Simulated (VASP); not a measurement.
Write the native input for VASP 6.6.1 that does the following.

| Item | Value |
| --- | --- |
| Task | single point |
| Functional | PBEsol |
| Potentials or basis | VASP PAW PBE potentials, release 64 (V_sv) |
| Cutoff | 520 eV |
| k mesh | 17 × 17 × 17 |
| Occupations | fermi-dirac, width 0.05 eV |
| Spin | no spin polarisation |
| Dipole correction | no |
| Further INCAR settings | ALGO = Normal; EDIFF = 1e-07; NBANDS = 12 |

The structure of V lies in POSCAR:

```
V
1.0
    2.1873000908      0.0000000000      0.0000000000
    0.0000000000      2.1873000908      0.0000000000
    0.0000000000      0.0000000000      2.1873000908
V
1
Direct
    0.0000000000      0.0000000000      0.0000000000
```

One way to write it, as run:

INCAR

```
ALGO = Normal
EDIFF = 1E-7
ENCUT = 520
GGA = PS
ISIF = 2
ISMEAR = -1
LASPH = True
LCHARG = True
LELF = True
LREAL = False
LVHAR = True
LWAVE = False
NBANDS = 12
NELM = 100
PREC = Accurate
SIGMA = 0.05
```

KPOINTS

```
k-points
0
Gamma
  17 17 17
```

Potentials or basis: VASP PAW PBE potentials, release 64 (V_sv).

The run is started by

```console
$ cat potpaw_PBE.64/V_sv/POTCAR > POTCAR
$ mpirun -np 1 vasp_std > vasp.out
```

It gave:

The pressure is 80.4 GPa.

Caveat: the PAW data sets were made with another functional, which shifts forces and pressure a little.

Wall time 14 s on 1 thread of AMD EPYC 7R43 64-Core Processor (Zen 3) (shared host), peak memory 0.09 GiB.
